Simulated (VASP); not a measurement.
# TiAu (Pm-3m) in VASP: a series of runs

TiAu is run at these levels: LDA; tasks: vibrations by perturbation theory.

Program: VASP 6.6.1. These are calculated values, not measurements. Logs are shortened: lines on timing, memory, paths and dates and some standing lists are left out, and cuts for length are marked.

## 1. The cell of the first run

The structure is cubic, space group Pm-3m (No. 221). Conventional cell: a = 3.137 Å, b = 3.137 Å, c = 3.137 Å, α = 90.00°, β = 90.00°, γ = 90.00°. Within 3.6 Å of Ti (site symmetry m-3m) lie 8 Au at 2.72 Å and 6 Ti at 3.14 Å. Au (site symmetry m-3m) has 8 Ti at 2.72 Å and 6 Au at 3.14 Å within 3.6 Å.

## 2. Vibrations by perturbation theory, LDA

Input file INCAR:

```
SYSTEM = TiAu
ALGO = Fast
EDIFF = 1E-8
ENCUT = 520
GGA = CA
IBRION = 8
ISIF = 2
ISMEAR = -1
LASPH = .TRUE.
LCHARG = .FALSE.
LREAL = .FALSE.
LWAVE = .FALSE.
NELM = 100
NSW = 1
PREC = Accurate
SIGMA = 0.15
```

Input file KPOINTS:

```
k-points
0
G
  14 14 14
  0 0 0
```

Input file POSCAR:

```
TiAu
1.0
    3.1366830447      0.0000000000      0.0000000000
    0.0000000000      3.1366830447      0.0000000000
    0.0000000000      0.0000000000      3.1366830447
Ti Au
1 1
Direct
    0.5000000000      0.5000000000      0.5000000000
    0.0000000000      0.0000000000      0.0000000000
```

Potentials or basis: VASP PAW LDA potentials, release 64 (Ti_sv, Au).

The run is started by

```console
$ cat potpaw_LDA.64/Ti_sv/POTCAR potpaw_LDA.64/Au/POTCAR > POTCAR
$ mpirun -np 1 vasp_std > vasp.out
```

OUTCAR:

```text
SYSTEM = TiAu
   EDIFF = 1E-8
   ENCUT = 520
   GGA = CA
   IBRION = 8
   ISIF = 2
   ISMEAR = -1
   LASPH = .TRUE.
   LREAL = .FALSE.
   NELM = 100
   NSW = 1
   PREC = Accurate

 ion  position               nearest neighbor table
   1  0.500  0.500  0.500-   2 2.72   2 2.72   2 2.72   2 2.72   2 2.72   2 2.72   2 2.72   2 2.72

   2  0.000  0.000  0.000-   1 2.72   1 2.72   1 2.72   1 2.72   1 2.72   1 2.72   1 2.72   1 2.72

  LATTYP: Found a simple cubic cell.
 ALAT       =     3.1366830447

  Lattice vectors:

 A1 = (   3.1366830447,   0.0000000000,   0.0000000000)
 A2 = (   0.0000000000,   3.1366830447,   0.0000000000)
 A3 = (   0.0000000000,   0.0000000000,   3.1366830447)

Analysis of symmetry for initial positions (statically):
=====================================================================
 Subroutine PRICEL returns:
 Original cell was already a primitive cell.

 Routine SETGRP: Setting up the symmetry group for a
 simple cubic supercell.

 Subroutine GETGRP returns: Found 48 space group operations
 (whereof 48 operations were pure point group operations)
 out of a pool of 48 trial point group operations.

The static configuration has the point symmetry O_h .

Analysis of symmetry for dynamics (positions and initial velocities):
=====================================================================
 Subroutine PRICEL returns:
 Original cell was already a primitive cell.

 Routine SETGRP: Setting up the symmetry group for a
 simple cubic supercell.

 Subroutine GETGRP returns: Found 48 space group operations
 (whereof 48 operations were pure point group operations)
 out of a pool of 48 trial point group operations.

The dynamic configuration has the point symmetry O_h .

 Subroutine INISYM returns: Found 48 space group operations
 (whereof 48 operations are pure point group operations),
 and found     1 'primitive' translations

----------------------------------------------------------------------------------------

                                     Primitive cell

  volume of cell :      30.8611

  direct lattice vectors                    reciprocal lattice vectors
     3.136683045  0.000000000  0.000000000     0.318808112  0.000000000  0.000000000
     0.000000000  3.136683045  0.000000000     0.000000000  0.318808112  0.000000000
     0.000000000  0.000000000  3.136683045     0.000000000  0.000000000  0.318808112

  length of vectors
     3.136683045  3.136683045  3.136683045     0.318808112  0.318808112  0.318808112

  position of ions in fractional coordinates (direct lattice)
     0.500000000  0.500000000  0.500000000
     0.000000000  0.000000000  0.000000000

  ion indices of the primitive-cell ions
   primitive index   ion index
                 1           1
                 2           2

----------------------------------------------------------------------------------------

 KPOINTS: k-points

Automatic generation of k-mesh.
 Grid dimensions read from file:
 generate k-points for:   14   14   14

 Generating k-lattice:

  Cartesian coordinates                     Fractional coordinates (reciprocal lattice)
     0.022772008  0.000000000  0.000000000     0.071428571  0.000000000  0.000000000
     0.000000000  0.022772008  0.000000000     0.000000000  0.071428571  0.000000000
     0.000000000  0.000000000  0.022772008     0.000000000  0.000000000  0.071428571

  Length of vectors
     0.022772008  0.022772008  0.022772008

[... 87 lines left out ...]
  volume of cell :       30.86
 maximum number of plane-waves:       858
 NGX is ok and might be reduce to    24
   NGX = 11   NGY = 11   NGZ = 11

--------------------------------------- Ionic step        1  -------------------------------------------

 number of electron      22.9999996 magnetization

 Free energy of the ion-electron system (eV)
  ---------------------------------------------------
  ext. energy  EPLUGINS =         0.00000000
  ---------------------------------------------------
  free energy    TOTEN  =       -13.73503578 eV

  energy without entropy =      -13.52162302  energy(sigma->0) =      -13.62832940

 E-fermi :  10.6898     XC(G=0): -12.9857

 val. band max:       10.6870149388   @ k =   0.2857   0.2857   0.2143
 cond. band min:      10.7013784056   @ k =   0.2143   0.2143   0.0714
 fundamental gap:      0.0143634668
 Fermi energy:        10.6897950545

 k-point     1 :       0.0000    0.0000    0.0000
  band No.  band energies     occupation
      1     -45.8544      2.00000
      2     -22.4151      2.00000
      3     -22.4151      2.00000
      4     -22.4151      2.00000
      5       1.3083      2.00000
      6       3.6656      2.00000
      7       3.6656      2.00000
      8       5.9355      2.00000
      9       5.9355      2.00000
     10       5.9355      2.00000
     11      11.0426      0.17380
     12      11.0426      0.17380
     13      12.9851      0.00000
     14      12.9851      0.00000
[... 401 lines left out ...]
      2     -22.5716      2.00000
      3     -22.4787      2.00000
      4     -22.3994      2.00000
      5       3.5197      2.00000
      6       4.4233      2.00000
      7       5.0361      2.00000
      8       5.3473      2.00000
      9       5.7641      2.00000
     10       6.1429      2.00000
     11       9.9126      1.98882
     12      10.5802      1.34977
     13      11.2350      0.05144
     14      11.6740      0.00282
     15      12.7865      0.00000

 [... further k-points ...]

------------------------ aborting loop because EDIFF is reached ----------------------------------------

  FORCE on cell =-STRESS in cart. coord.  units (eV):
  Direction    XX          YY          ZZ          XY          YZ          ZX
  --------------------------------------------------------------------------------------
  -------------------------------------------------------------------------------------
  Total        2.0048887      2.0048887      2.0048887      0.0000000     -0.0000000     -0.0000000
  in kB      104.0851914    104.0851914    104.0851914      0.0000000     -0.0000000     -0.0000000
  external PRESSURE =     104.0851914 kB  Pullay stress =       0.0000000 kB

 VOLUME and BASIS-vectors are now :
 -----------------------------------------------------------------------------
  energy-cutoff  :      520.00
  volume of cell :       30.86
      direct lattice vectors                 reciprocal lattice vectors
     3.136683045  0.000000000  0.000000000     0.318808112  0.000000000  0.000000000
     0.000000000  3.136683045  0.000000000     0.000000000  0.318808112  0.000000000
     0.000000000  0.000000000  3.136683045     0.000000000  0.000000000  0.318808112

 POSITION                                       TOTAL-FORCE (eV/Angst)
 -----------------------------------------------------------------------------------
      1.56834      1.56834      1.56834         0.000000      0.000000      0.000000
      0.00000      0.00000      0.00000         0.000000      0.000000      0.000000
 -----------------------------------------------------------------------------------
    total drift:                                0.000000      0.000000     -0.000000

  FREE ENERGIE OF THE ION-ELECTRON SYSTEM (eV)
  ---------------------------------------------------
  free  energy   TOTEN  =       -13.7350357777 eV

  energy  without entropy=      -13.5216230245  energy(sigma->0) =      -13.62832940

[... ionic steps 2 to 3 ...]

--------------------------------------- Ionic step        4  -------------------------------------------

------------------------ aborting loop because EDIFF is reached ----------------------------------------

[... ionic steps 5 to 6 ...]

--------------------------------------- Ionic step        7  -------------------------------------------

 Free energy of the ion-electron system (eV)
  ---------------------------------------------------
  ---------------------------------------------------
  free energy    TOTEN  =        -0.28130538 eV

  energy without entropy =       -0.28130529

------------------------ aborting loop because EDIFF is reached ----------------------------------------

 INTERNAL STRAIN TENSOR  FOR ION    2  DIRECTION 1   (eV/Angst):
 -----------------------------------------------------------------------------
     0.05039  0.00000 -0.00000
     0.00000 -0.00166  0.00000
    -0.00000  0.00000 -0.00166

 INTERNAL STRAIN TENSOR FOR ION    2 for displacements in x,y,z  (eV/Angst):
          X           Y           Z          XY          YZ          ZX
  --------------------------------------------------------------------------------
  x     0.00000     0.00000     0.00000     0.00000     0.00000     0.00000
  y     0.00000     0.00000     0.00000     0.00000     0.00000     0.00000
  z     0.00000     0.00000     0.00000     0.00000     0.00000     0.00000

 SECOND DERIVATIVES (NOT SYMMETRIZED)
 ------------------------------------
               1X          1Y          1Z          2X          2Y          2Z
  1X    -4.388263    0.000000   -0.000000    4.388263   -0.000000    0.000000
  1Y    -0.000000   -4.388263    0.000000    0.000000    4.388263   -0.000000
  1Z     0.000000   -0.000000   -4.388263   -0.000000    0.000000    4.388263
  2X     4.395699   -0.000000   -0.000000   -4.395699    0.000000    0.000000
  2Y    -0.000000    4.395699   -0.000000    0.000000   -4.395699    0.000000
  2Z     0.000000    0.000000    4.395699   -0.000000   -0.000000   -4.395699

 Eigenvectors and eigenvalues of the dynamical matrix
 ----------------------------------------------------

   1 f  =    5.277677 THz    33.160623 2PiTHz  176.044357 cm-1    21.826709 meV
             X         Y         Z           dx          dy          dz
      1.568342  1.568342  1.568342     0.896762   -0.000000   -0.000000
      0.000000  0.000000  0.000000    -0.442513   -0.000000    0.000000
[... 21 lines left out ...]
   6 f/i=    0.001773 THz     0.011141 2PiTHz    0.059143 cm-1     0.007333 meV
             X         Y         Z           dx          dy          dz
      1.568342  1.568342  1.568342     0.442513    0.000000   -0.000000
      0.000000  0.000000  0.000000     0.896762   -0.000000    0.000000

--------------------------------------------------------------------------------------------------------

 ELASTIC MODULI CONTR FROM IONIC RELAXATION (kBar)
 Direction    XX          YY          ZZ          XY          YZ          ZX
 --------------------------------------------------------------------------------
 XX           0.0000      0.0000      0.0000      0.0000      0.0000      0.0000
 YY           0.0000      0.0000      0.0000      0.0000      0.0000      0.0000
 ZZ           0.0000      0.0000      0.0000      0.0000      0.0000      0.0000
 XY           0.0000      0.0000      0.0000      0.0000      0.0000      0.0000
 YZ           0.0000      0.0000      0.0000      0.0000      0.0000      0.0000
 ZX           0.0000      0.0000      0.0000      0.0000      0.0000      0.0000
 --------------------------------------------------------------------------------
```

It took 4.4 min on 1 thread of Intel Xeon 6975P-C (Granite Rapids), shared host; peak memory 0.4 GiB.

What came out:

```
Highest phonon frequency at Γ : 176 cm⁻¹
```

Phonon frequencies in cm⁻¹ (negative: imaginary):
```
              q point        frequencies
(0.000, 0.000, 0.000)  0 0 0 176 176 176
```

Caveat: the cell stands under pressure or tension, which shifts response properties; spin-orbit coupling is left out, which moves the levels of the heavy elements.

## 3. Vibrations by perturbation theory, LDA (15.93 Å³/atom)

This run uses another cell than the first one, of 15.93 Å³/atom.

Input file INCAR:

```
SYSTEM = TiAu
  ALGO = Normal
  EDIFF = 1E-8
  ENCUT = 520
  GGA = CA
  IBRION = 8
  ISIF = 2
  ISMEAR = -1
  LASPH = .TRUE.
  LCHARG = .FALSE.
  LREAL = .FALSE.
  LWAVE = .FALSE.
  NELM = 100
  NSW = 1
  PREC = Accurate
  SIGMA = 0.15
```

KPOINTS is that of step 2.

Input file POSCAR:

```
TiAu
1.0
    3.1701791770      0.0000000000      0.0000000000
    0.0000000000      3.1701791770      0.0000000000
    0.0000000000      0.0000000000      3.1701791770
Ti Au
1 1
Direct
    0.5000000000      0.5000000000      0.5000000000
    0.0000000000      0.0000000000      0.0000000000
```

Potentials or basis: VASP PAW LDA potentials, release 64 (Ti_sv, Au).

The run is started by

```console
$ cat potpaw_LDA.64/Ti_sv/POTCAR potpaw_LDA.64/Au/POTCAR > POTCAR
$ mpirun -np 1 vasp_std > vasp.out
```

OUTCAR:

```text
SYSTEM = TiAu
   EDIFF = 1E-8
   ENCUT = 520
   GGA = CA
   IBRION = 8
   ISIF = 2
   ISMEAR = -1
   LASPH = .TRUE.
   LREAL = .FALSE.
   NELM = 100
   NSW = 1
   PREC = Accurate

 ion  position               nearest neighbor table
   1  0.500  0.500  0.500-   2 2.75   2 2.75   2 2.75   2 2.75   2 2.75   2 2.75   2 2.75   2 2.75

   2  0.000  0.000  0.000-   1 2.75   1 2.75   1 2.75   1 2.75   1 2.75   1 2.75   1 2.75   1 2.75

  LATTYP: Found a simple cubic cell.
 ALAT       =     3.1701791770

  Lattice vectors:

 A1 = (   3.1701791770,   0.0000000000,   0.0000000000)
 A2 = (   0.0000000000,   3.1701791770,   0.0000000000)
 A3 = (   0.0000000000,   0.0000000000,   3.1701791770)

Analysis of symmetry for initial positions (statically):
=====================================================================
 Subroutine PRICEL returns:
 Original cell was already a primitive cell.

 Routine SETGRP: Setting up the symmetry group for a
 simple cubic supercell.

 Subroutine GETGRP returns: Found 48 space group operations
 (whereof 48 operations were pure point group operations)
 out of a pool of 48 trial point group operations.

The static configuration has the point symmetry O_h .

Analysis of symmetry for dynamics (positions and initial velocities):
=====================================================================
 Subroutine PRICEL returns:
 Original cell was already a primitive cell.

 Routine SETGRP: Setting up the symmetry group for a
[... 619 lines left out ...]
      0.00000      0.00000      0.00000         0.000000      0.000000      0.000000
 -----------------------------------------------------------------------------------
    total drift:                                0.000000      0.000000     -0.000000

  FREE ENERGIE OF THE ION-ELECTRON SYSTEM (eV)
  ---------------------------------------------------
  free  energy   TOTEN  =       -13.7799998051 eV

  energy  without entropy=      -13.5607433167  energy(sigma->0) =      -13.67037156

[... ionic steps 2 to 3 ...]

--------------------------------------- Ionic step        4  -------------------------------------------

------------------------ aborting loop because EDIFF is reached ----------------------------------------

[... ionic steps 5 to 6 ...]

--------------------------------------- Ionic step        7  -------------------------------------------

 Free energy of the ion-electron system (eV)
  ---------------------------------------------------
  ---------------------------------------------------
  free energy    TOTEN  =        -0.28197235 eV

  energy without entropy =       -0.28197223

------------------------ aborting loop because EDIFF is reached ----------------------------------------

 INTERNAL STRAIN TENSOR  FOR ION    2  DIRECTION 1   (eV/Angst):
 -----------------------------------------------------------------------------
     0.04804 -0.00000 -0.00000
     0.00000  0.00010  0.00000
    -0.00000  0.00000  0.00010

 INTERNAL STRAIN TENSOR FOR ION    2 for displacements in x,y,z  (eV/Angst):
          X           Y           Z          XY          YZ          ZX
  --------------------------------------------------------------------------------
  x     0.00000     0.00000     0.00000     0.00000     0.00000     0.00000
  y     0.00000     0.00000     0.00000     0.00000     0.00000     0.00000
  z     0.00000     0.00000     0.00000     0.00000     0.00000     0.00000

 SECOND DERIVATIVES (NOT SYMMETRIZED)
 ------------------------------------
               1X          1Y          1Z          2X          2Y          2Z
  1X    -3.666894    0.000000   -0.000000    3.666894   -0.000000    0.000000
  1Y     0.000000   -3.666894   -0.000000   -0.000000    3.666894    0.000000
  1Z    -0.000000   -0.000000   -3.666894    0.000000    0.000000    3.666894
  2X     3.655729    0.000000   -0.000000   -3.655729   -0.000000    0.000000
  2Y    -0.000000    3.655729   -0.000000    0.000000   -3.655729    0.000000
  2Z     0.000000    0.000000    3.655729   -0.000000   -0.000000   -3.655729

 Eigenvectors and eigenvalues of the dynamical matrix
 ----------------------------------------------------

   1 f  =    4.822192 THz    30.298724 2PiTHz  160.851002 cm-1    19.942974 meV
             X         Y         Z           dx          dy          dz
      1.585090  1.585090  1.585090    -0.897178    0.000000    0.000000
      0.000000  0.000000  0.000000     0.441670   -0.000000    0.000000
[... 21 lines left out ...]
   6 f/i=    0.002914 THz     0.018307 2PiTHz    0.097191 cm-1     0.012050 meV
             X         Y         Z           dx          dy          dz
      1.585090  1.585090  1.585090    -0.000000   -0.000000   -0.441670
      0.000000  0.000000  0.000000     0.000000    0.000000   -0.897178

--------------------------------------------------------------------------------------------------------

 ELASTIC MODULI CONTR FROM IONIC RELAXATION (kBar)
 Direction    XX          YY          ZZ          XY          YZ          ZX
 --------------------------------------------------------------------------------
 XX           0.0000      0.0000      0.0000      0.0000      0.0000      0.0000
 YY           0.0000      0.0000      0.0000      0.0000      0.0000      0.0000
 ZZ           0.0000      0.0000      0.0000      0.0000      0.0000      0.0000
 XY           0.0000      0.0000      0.0000      0.0000      0.0000      0.0000
 YZ           0.0000      0.0000      0.0000      0.0000      0.0000      0.0000
 ZX           0.0000      0.0000      0.0000      0.0000      0.0000      0.0000
 --------------------------------------------------------------------------------
```

OSZICAR:

```text
N       E                     dE             d eps       ncg     rms          rms(c)
DAV:   1     0.202436340592E+03    0.20244E+03   -0.12246E+04  3648   0.171E+03
DAV:   2    -0.105025634899E+01   -0.20349E+03   -0.20083E+03  3985   0.439E+02
DAV:   3    -0.150453755223E+02   -0.13995E+02   -0.13815E+02  6387   0.103E+02
DAV:   4    -0.155821431369E+02   -0.53677E+00   -0.53607E+00  4110   0.162E+01
[... 62 lines left out ...]
RMM:  14    -0.281972336544E+00    0.76234E-07   -0.24465E-07 20526   0.250E-04    0.956E-06
RMM:  15    -0.281972352016E+00   -0.15471E-07   -0.11174E-07 19077   0.179E-04    0.624E-06
RMM:  16    -0.281972298924E+00    0.53091E-07   -0.74767E-08 18816   0.129E-04    0.757E-06
RMM:  17    -0.281972342797E+00   -0.43872E-07   -0.72908E-08 19028   0.979E-05    0.148E-06
RMM:  18    -0.281972345006E+00   -0.22088E-08   -0.65408E-08 21218   0.710E-05    0.333E-06
 Linear response finished
```

stdout:

```text
POSCAR found type information on POSCAR TiAu
 POSCAR found :  2 types and       2 ions
 scaLAPACK will be used
 LDA part: xc-table for (Slater(with rela. corr.)+CA(PZ))
 , standard interpolation
 POSCAR, INCAR and KPOINTS ok, starting setup
 FFT: planning ... GRIDC
 FFT: planning ... GRID_SOFT
 FFT: planning ... GRID
 WAVECAR not read
 entering main loop
 Linear response reoptimize wavefunctions to high precision
 Linear response DOF=           2
 Linear response progress:
 first order change of Fermi-energy   0.31798E-02
 force on displaced ion       1 direction 1 :  -3.667   0.000  -0.000
 Linear response progress:
 first order change of Fermi-energy  -0.31999E-02
 force on displaced ion       2 direction 1 :  -3.656   0.000  -0.000
 Linear response finished
```

Run time: 4 min. Hardware: 1 thread of Intel Xeon 6975P-C (Granite Rapids), shared host; peak memory 0.39 GiB.

Results:

```
Highest phonon frequency at Γ : 161 cm⁻¹
```

Phonon frequencies in cm⁻¹ (negative: imaginary):
```csv
q point,frequencies
"(0.000, 0.000, 0.000)",0 0 0 161 161 161
```

Caveat: the cell stands under pressure or tension, which shifts response properties; spin-orbit coupling is left out, which moves the levels of the heavy elements.
